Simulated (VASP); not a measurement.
# BaTiO3 (Pm) in VASP: single point with PBE

Aim: the single point of BaTiO3 with PBE.

Everything below comes from runs of VASP 6.6.1. Logs are shortened: lines on timing, memory, paths and dates and some standing lists are left out, and cuts for length are marked.

### 1 The cell of the first run

The structure is monoclinic, space group Pm (No. 6). The conventional cell has a = 4.019 Å, b = 4.019 Å, c = 12.084 Å, α = 90.00°, β = 93.81°, γ = 90.00°. Ba (site symmetry m) has 11 O at 2.34 to 2.95 Å and 2 Ti at 3.09 Å within 3.1 Å. Ba (site symmetry m) has 12 O at 2.84 Å and 8 Ti at 3.48 Å within 3.7 Å. Within 3.7 Å of Ba (site symmetry m) lie 12 O at 2.84 Å and 8 Ti at 3.48 Å. Ti (site symmetry m) has 6 O at 2.01 to 2.16 Å within 2.7 Å. Ti (site symmetry m) has 6 O at 2.01 Å within 2.7 Å. Ti (site symmetry m) has 6 O at 2.01 Å within 2.7 Å. O (site symmetry m) has 2 Ti at 2.01 Å and 1 O at 2.34 Å within 2.7 Å. Within 2.7 Å of O (site symmetry m) lie 2 Ti at 2.01 Å.

### 2 Single point, PBE (the part above a cut slid along it)

The input, INCAR:

```
SYSTEM = BaTiO3
  PREC = Accurate
  ENCUT = 520
  EDIFF = 1E-6
  ISMEAR = 0
  SIGMA = 0.05
  LREAL = Auto
  LASPH = .TRUE.
  NELM = 100
  ALGO = Normal
  ISIF = 2
  LWAVE = .FALSE.
  LCHARG = .FALSE.
  GGA = PE
  NBANDS = 73
```

The input, KPOINTS:

```
regular mesh
0
G
  7 7 3
  0 0 0
```

The input, POSCAR:

```
BaTiO3
1.0
    0.0000000000     -4.0192318612      0.0000000000
    0.0000000000      0.0000000000     -4.0192813204
   12.0576955837      0.0000000000     -0.8038562641
Ba Ti O
3 3 9
Direct
    0.0000000000     -0.1833300000      0.9166500000
    0.0000000000     -0.0499966667      0.2499833333
    0.0000000000     -0.1166633333      0.5833166667
    0.5000000000      0.4833366667      0.0833166667
    0.5000000000      0.4166700000      0.4166500000
    0.5000000000      0.3500033333      0.7499833333
    0.5000000000      0.9833366667      0.0833166667
    0.5000000000      0.9166700000      0.4166500000
    0.5000000000      0.8500033333      0.7499833333
    1.0000000000      0.4833366667      0.0833166667
    1.0000000000      0.4166700000      0.4166500000
    1.0000000000      0.3500033333      0.7499833333
    0.5000000000      0.4500033333      0.2499833333
    0.5000000000      0.3833366667      0.5833166667
    0.5000000000      0.3166700000      0.9166500000
```

Potentials or basis: VASP PAW PBE potentials, release 64 (Ba_sv, Ti_sv, O).

On the command line:

```
$ cat potpaw_PBE.64/Ba_sv/POTCAR potpaw_PBE.64/Ti_sv/POTCAR potpaw_PBE.64/O/POTCAR > POTCAR
$ mpirun -np 1 vasp_std > vasp.out
```

OUTCAR:

```text
SYSTEM = BaTiO3
   PREC = Accurate
   ENCUT = 520
   EDIFF = 1E-6
   ISMEAR = 0
   LREAL = Auto
   LASPH = .TRUE.
   NELM = 100
   ISIF = 2
   GGA = PE

 ion  position               nearest neighbor table
   1  0.000  0.817  0.917-  10 2.34   9 2.84   9 2.84  15 2.84  15 2.84  15 2.84  15 2.84  12 2.84
                            12 2.84   7 2.95   7 2.95   4 3.09   4 3.09   6 3.48   6 3.48   6 3.48
   2  0.000  0.950  0.250-   7 2.84   7 2.84   8 2.84   8 2.84  10 2.84  10 2.84  13 2.84  13 2.84
                            13 2.84  13 2.84  11 2.84  11 2.84   4 3.48   4 3.48   4 3.48   4 3.48
   3  0.000  0.883  0.583-   9 2.84   9 2.84   8 2.84   8 2.84  12 2.84  12 2.84  14 2.84  14 2.84
                            14 2.84  14 2.84  11 2.84  11 2.84   6 3.48   6 3.48   6 3.48   6 3.48
   4  0.500  0.483  0.083-  13 2.01  10 2.01  10 2.01   7 2.01   7 2.01  15 2.16   1 3.09   1 3.09
                             2 3.48   2 3.48   2 3.48   2 3.48
   5  0.500  0.417  0.417-  11 2.01  11 2.01  13 2.01  14 2.01   8 2.01   8 2.01   2 3.48   2 3.48
                             3 3.48   3 3.48   2 3.48   2 3.48   3 3.48   3 3.48
   6  0.500  0.350  0.750-  14 2.01  12 2.01  12 2.01  15 2.01   9 2.01   9 2.01   3 3.48   3 3.48
                             3 3.48   3 3.48   1 3.48   1 3.48   1 3.48   1 3.48
   7  0.500  0.983  0.083-   4 2.01   4 2.01   2 2.84   2 2.84   1 2.95   1 2.95
   8  0.500  0.917  0.417-   5 2.01   5 2.01   2 2.84   2 2.84   3 2.84   3 2.84
   9  0.500  0.850  0.750-   6 2.01   6 2.01   3 2.84   3 2.84   1 2.84   1 2.84
  10  0.000  0.483  0.083-   4 2.01   4 2.01   1 2.34   2 2.84   2 2.84
  11  0.000  0.417  0.417-   5 2.01   5 2.01   2 2.84   3 2.84   2 2.84   3 2.84
  12  0.000  0.350  0.750-   6 2.01   6 2.01   3 2.84   3 2.84   1 2.84   1 2.84
  13  0.500  0.450  0.250-   4 2.01   5 2.01   2 2.84   2 2.84   2 2.84   2 2.84
  14  0.500  0.383  0.583-   6 2.01   5 2.01   3 2.84   3 2.84   3 2.84   3 2.84
  15  0.500  0.317  0.917-   6 2.01   4 2.16   1 2.84   1 2.84   1 2.84   1 2.84

  LATTYP: Found a simple monoclinic cell.
 ALAT       =     4.0192813204
 B/A-ratio  =     0.9999876945
 C/A-ratio  =     3.0066224410
 COS(beta)  =    -0.0665198255

  Lattice vectors:

 A1 = (   0.0000000000,   0.0000000000,  -4.0192813204)
 A2 = (   0.0000000000,  -4.0192318612,   0.0000000000)
 A3 = ( -12.0576955837,   0.0000000000,   0.8038562641)

Analysis of symmetry for initial positions (statically):
=====================================================================
 Subroutine PRICEL returns:
 Original cell was already a primitive cell.

 Routine SETGRP: Setting up the symmetry group for a
 simple monoclinic supercell.

 Subroutine GETGRP returns: Found  2 space group operations
 (whereof  2 operations were pure point group operations)
 out of a pool of  4 trial point group operations.

The static configuration has the point symmetry C_1h.

Analysis of symmetry for dynamics (positions and initial velocities):
=====================================================================
 Subroutine PRICEL returns:
 Original cell was already a primitive cell.

 Routine SETGRP: Setting up the symmetry group for a
 simple monoclinic supercell.

 Subroutine GETGRP returns: Found  2 space group operations
 (whereof  2 operations were pure point group operations)
 out of a pool of  4 trial point group operations.

The dynamic configuration has the point symmetry C_1h.

 Subroutine INISYM returns: Found  2 space group operations
 (whereof  2 operations are pure point group operations),
 and found     1 'primitive' translations

----------------------------------------------------------------------------------------

                                     Primitive cell

  volume of cell :     194.7851

  direct lattice vectors                    reciprocal lattice vectors
     0.000000000 -4.019231861  0.000000000     0.000000000 -0.248803760  0.000000000
     0.000000000  0.000000000 -4.019281320    -0.016586917  0.000000000 -0.248800699
    12.057695584  0.000000000 -0.803856264     0.082934587  0.000000000  0.000000000

  length of vectors
     4.019231861  4.019281320 12.084461415     0.248803760  0.249352990  0.082934587

  position of ions in fractional coordinates (direct lattice)
     0.000000000  0.816670000  0.916650000
     0.000000000  0.950003333  0.249983333
     0.000000000  0.883336667  0.583316667
     0.500000000  0.483336667  0.083316667
     0.500000000  0.416670000  0.416650000
     0.500000000  0.350003333  0.749983333
     0.500000000  0.983336667  0.083316667
     0.500000000  0.916670000  0.416650000
     0.500000000  0.850003333  0.749983333
     0.000000000  0.483336667  0.083316667
     0.000000000  0.416670000  0.416650000
     0.000000000  0.350003333  0.749983333
     0.500000000  0.450003333  0.249983333
     0.500000000  0.383336667  0.583316667
     0.500000000  0.316670000  0.916650000

  ion indices of the primitive-cell ions
   primitive index   ion index
                 1           1
                 2           2
                 3           3
                 4           4
                 5           5
                 6           6
                 7           7
                 8           8
                 9           9
                10          10
                11          11
                12          12
                13          13
                14          14
                15          15

----------------------------------------------------------------------------------------

 KPOINTS: regular mesh

Automatic generation of k-mesh.
 Grid dimensions read from file:
 generate k-points for:    7    7    3

 Generating k-lattice:

  Cartesian coordinates                     Fractional coordinates (reciprocal lattice)
     0.000000000 -0.035543394  0.000000000     0.142857143  0.000000000  0.000000000
    -0.002369560  0.000000000 -0.035542957     0.000000000  0.142857143 -0.000000000
     0.027644862  0.000000000  0.000000000     0.000000000  0.000000000  0.333333333

  Length of vectors
     0.035543394  0.035621856  0.027644862

  Shift w.r.t. Gamma in fractional coordinates (k-lattice)
     0.000000000  0.000000000  0.000000000

 Subroutine IBZKPT returns following result:
 ===========================================

 Found     44 irreducible k-points:

 Following reciprocal coordinates:
            Coordinates               Weight
  0.000000  0.000000  0.000000      1.000000
  0.142857  0.000000  0.000000      2.000000
  0.285714  0.000000  0.000000      2.000000
  0.428571  0.000000  0.000000      2.000000
  0.000000  0.142857  0.000000      2.000000
  0.142857  0.142857  0.000000      4.000000
[... 16 lines left out ...]
  0.285714  0.142857  0.333333      4.000000
  0.428571  0.142857  0.333333      4.000000
 [... further k-points ...]
   k-points           NKPTS =     44   k-points in BZ     NKDIM =     44   number of bands    NBANDS=     73
   number of dos      NEDOS =    301   number of ions     NIONS =     15
   total plane-waves  NPLWV =  81000
   dimension x,y,z NGX =    30 NGY =   30 NGZ =   90
   dimension x,y,z NGXF=    60 NGYF=   60 NGZF=  180
   ions per type =               3   3   9
   NGX,Y,Z   is equivalent  to a cutoff of  12.41, 12.41, 12.38 a.u.
   NGXF,Y,Z  is equivalent  to a cutoff of  24.82, 24.82, 24.76 a.u.
 SYSTEM =  BaTiO3
   PREC   = accura    normal or accurate (medium, high low for compatibility)
   ISTART =      0    job   : 0-new  1-cont  2-samecut
   ICHARG =      2    charge: 1-file 2-atom 10-const
   ISPIN  =      1    spin polarized calculation?
   LNONCOLLINEAR =      F non collinear calculations
   LSORBIT =      F    spin-orbit coupling
   LASPH  =      T    aspherical Exc in radial PAW
   ENCUT  =  520.0 eV  38.22 Ry    6.18 a.u.   7.47  7.47 22.47*2*pi/ulx,y,z
   NELM   =    100;   NELMIN=  2; NELMDL= -5     # of ELM steps
   EDIFF  = 0.1E-05   stopping-criterion for ELM
   LREAL  =      T    real-space projection
   EDIFFG = 0.1E-04   stopping-criterion for IOM
   NSW    =      0    number of steps for IOM
   IBRION =     -1    ionic relax: 0-MD 1-quasi-New 2-CG
   NFREE  =      0    steps in history (QN), initial steepest desc. (CG)
   ISIF   =      2    stress and relaxation
   ISYM   =      2    0-nonsym 1-usesym 2-fastsym
   POTIM  = 0.5000    time-step for ionic-motion
   TEBEG  =    0.0;   TEEND  =   0.0 temperature during run
   PSTRESS=    0.0 pullay stress
   NELECT =     120.0000    total number of electrons
   NUPDOWN=      -1.0000    fix difference up-down
   EMIN   =  10.00;   EMAX   =-10.00  energy-range for DOS
   EFERMI =   0.00;   METHOD = LEGACY
   ISMEAR =     0;   SIGMA  =   0.05  broadening in eV -4-tet -1-fermi 0-gaus
   EFERMI_NEDOS =   21; number of points for ismear=-14 and -15
   IALGO  =     38    algorithm
   IMIX   =      4    mixing-type and parameters
     AMIX     =   0.40;   BMIX     =  1.00
     AMIX_MAG =   1.60;   BMIX_MAG =  1.00
  volume/ion in A,a.u.               =      12.99        87.63
  Fermi-wavevector in a.u.,A,eV,Ry     =   1.392996  2.632381 26.401274  1.940439
  Thomas-Fermi vector in A             =   2.516685
   LORBIT       =      0    0 simple, 1 ext, 2 COOP (PROOUT), +10 PAW based schemes
   GGA     = PE    functional components
   LHFCALC =     F    Hartree Fock is set to
   AEXX    =    0.0000 exact exchange contribution
   IVDW    =     0    specifies the selected vdW correction
   LEPSILON=     F    determine dielectric tensor
   LRPA    =     F    only Hartree local field effects (RPA)
 non-spin polarized calculation
 Gauss-broadening in eV      SIGMA  =   0.05
  energy-cutoff  :      520.00
  volume of cell :      194.79
 maximum number of plane-waves:      5295
 NGX is ok and might be reduce to    30
   NGX = 15   NGY = 15   NGZ = 45

 number of electron     119.9999914 magnetization

 Free energy of the ion-electron system (eV)
  ---------------------------------------------------
  ext. energy  EPLUGINS =         0.00000000
  ---------------------------------------------------
  free energy    TOTEN  =      -118.14911329 eV

  energy without entropy =     -118.14911329  energy(sigma->0) =     -118.14911329

 E-fermi :   4.1806     XC(G=0): -11.1863

 val. band max:        3.9619457907   @ k =   0.0000   0.0000   0.0000
 cond. band min:       5.1507419706   @ k =   0.0000   0.0000   0.0000
 fundamental gap:      1.1887961799
 Fermi energy:         4.1805501016

 k-point     1 :       0.0000    0.0000    0.0000
  band No.  band energies     occupation
      1     -53.2268      2.00000
      2     -52.9909      2.00000
      3     -52.7129      2.00000
      4     -29.5008      2.00000
      5     -29.4778      2.00000
      6     -29.3438      2.00000
[... 64 lines left out ...]
     71       7.4454      0.00000
     72       7.5215      0.00000

 k-point     2 :       0.1429    0.0000    0.0000
  band No.  band energies     occupation
      1     -53.2266      2.00000
      2     -52.9907      2.00000
      3     -52.7127      2.00000
      4     -29.5002      2.00000
      5     -29.4876      2.00000
      6     -29.3434      2.00000
[... 1642 lines left out ...]
 k-point    24 :       0.4286    0.1429    0.3333
  band No.  band energies     occupation
      1     -53.2257      2.00000
      2     -52.9898      2.00000
      3     -52.7119      2.00000
      4     -29.5267      2.00000
      5     -29.4995      2.00000
      6     -29.3484      2.00000
[... 64 lines left out ...]
     71       8.6241      0.00000
     72       8.9967      0.00000

 [... further k-points ...]

 [bands above 72 left out]

------------------------ aborting loop because EDIFF is reached ----------------------------------------

  FORCE on cell =-STRESS in cart. coord.  units (eV):
  Direction    XX          YY          ZZ          XY          YZ          ZX
  --------------------------------------------------------------------------------------
  -------------------------------------------------------------------------------------
  Total        7.8279594      3.0467802      1.2696095      0.0000000      0.0000000      9.8475817
  in kB       64.3877673     25.0608573     10.4429926      0.0000000      0.0000000     80.9998838
  external PRESSURE =      33.2972057 kB  Pullay stress =       0.0000000 kB

 VOLUME and BASIS-vectors are now :
 -----------------------------------------------------------------------------
  energy-cutoff  :      520.00
  volume of cell :      194.79
      direct lattice vectors                 reciprocal lattice vectors
     0.000000000 -4.019231861  0.000000000     0.000000000 -0.248803760  0.000000000
     0.000000000  0.000000000 -4.019281320    -0.016586917  0.000000000 -0.248800699
    12.057695584  0.000000000 -0.803856264     0.082934587  0.000000000  0.000000000

 POSITION                                       TOTAL-FORCE (eV/Angst)
 -----------------------------------------------------------------------------------
     11.05269      0.00000     -4.01928        -2.910397      0.000000     -2.240579
      3.01422      0.00000     -4.01928         0.040090      0.000000     -0.025232
      7.03345      0.00000     -4.01928         0.161743      0.000000     -0.001053
      1.00461     -2.00962     -2.00964         1.258297      0.000000      1.265147
      5.02384     -2.00962     -2.00964         0.513364      0.000000     -0.002488
      9.04307     -2.00962     -2.00964         0.539711      0.000000      0.022245
      1.00461     -2.00962     -4.01928         0.854617      0.000000      2.082247
      5.02384     -2.00962     -4.01928        -0.109754      0.000000      0.014982
      9.04307     -2.00962     -4.01928        -0.059187      0.000000     -0.075964
      1.00461      0.00000     -2.00964         1.545613      0.000000      0.872919
      5.02384      0.00000     -2.00964        -0.138351      0.000000     -0.002933
      9.04307      0.00000     -2.00964        -0.138281      0.000000     -0.122295
      3.01422     -2.00962     -2.00964        -0.573733      0.000000      0.201192
      7.03345     -2.00962     -2.00964        -0.434945      0.000000     -0.024562
     11.05269     -2.00962     -2.00964        -0.548787      0.000000     -1.963625
 -----------------------------------------------------------------------------------
    total drift:                               -0.000919     -0.000000      0.007414

  FREE ENERGIE OF THE ION-ELECTRON SYSTEM (eV)
  ---------------------------------------------------
  free  energy   TOTEN  =      -118.1491132853 eV

  energy  without entropy=     -118.1491132852  energy(sigma->0) =     -118.14911329
```

Run time: 15 min. Hardware: 1 thread of Intel Xeon Platinum 8488C (Sapphire Rapids), shared host; peak memory 0.52 GiB.

Results:

```yaml
Free_energy: -118.1491 eV
Pressure: 3.3 GPa
Largest_force: 3.673 eV/Å
Band_gap_on_the_k_mesh: 1.19 eV
```

Forces on the atoms (eV/Å):
```
Ba  -2.910  0.000 -2.241
Ba   0.040  0.000 -0.025
Ba   0.162  0.000 -0.001
Ti   1.258  0.000  1.265
Ti   0.513  0.000 -0.002
Ti   0.540  0.000  0.022
O    0.855  0.000  2.082
O   -0.110  0.000  0.015
O   -0.059  0.000 -0.076
O    1.546  0.000  0.873
O   -0.138  0.000 -0.003
O   -0.138  0.000 -0.122
O   -0.574  0.000  0.201
O   -0.435  0.000 -0.025
O   -0.549  0.000 -1.964
```

Stress tensor (GPa, compression positive):
```
6.44 0.00 8.10
0.00 2.51 0.00
8.10 0.00 1.04
```

Caveat: the cell differs from its parent crystal (the part above a cut slid along it); the stress differs along the axes, from 1 to 6 GPa; spin-orbit coupling is left out, which moves the levels of the heavy elements; forces of over 1 eV/Å act on the atoms, so gaps and moduli don't describe the material at rest. A k mesh can miss the band edges.
